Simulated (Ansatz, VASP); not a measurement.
## Two plane-wave programs on NiH3

```
Ni H
1.0
     2.96888    0.00000    0.00000
     0.00000    2.96888    0.00000
     0.00000    0.00000    2.96888
Ni H
1 3
Direct
  0.00000 0.00000 0.00000
  0.00000 0.50000 0.50000
  0.50000 0.00000 0.50000
  0.50000 0.50000 0.00000
```

Alike in both runs: task single point; functional PBE; k mesh 6 × 6 × 6; occupations gaussian, width 0.1 eV; collinear spin.

|  | VASP | Ansatz |
| --- | --- | --- |
| version | VASP 6.6.1 | Ansatz 0.2.0 |
| potentials or method | VASP PAW PBE potentials, release 64 (Ni, H), cutoff 520 eV | scalar-relativistic, plane waves, PAW |
| valence electrons in the cell | 13 | 21 |

Ansatz gave:

```
gap on the k mesh at the Fermi level (eV)                     : none
net moment per atom (μB)                                      : 0.07
size of the moment on the site where the two differ most (μB) : 0.22
```

Which values does VASP return?

gap on the k mesh at the Fermi level (eV): none; net moment per atom (μB): 0.06; size of the moment on the site where the two differ most (μB): 0.21.

Site moments also hang on the region over which each program counts them. A gap of «none» marks a metal or a gap that the smearing closes. VASP's potentials hold 13 valence electrons a cell and Ansatz's 21, so a difference there can come from the potentials and not from the codes.
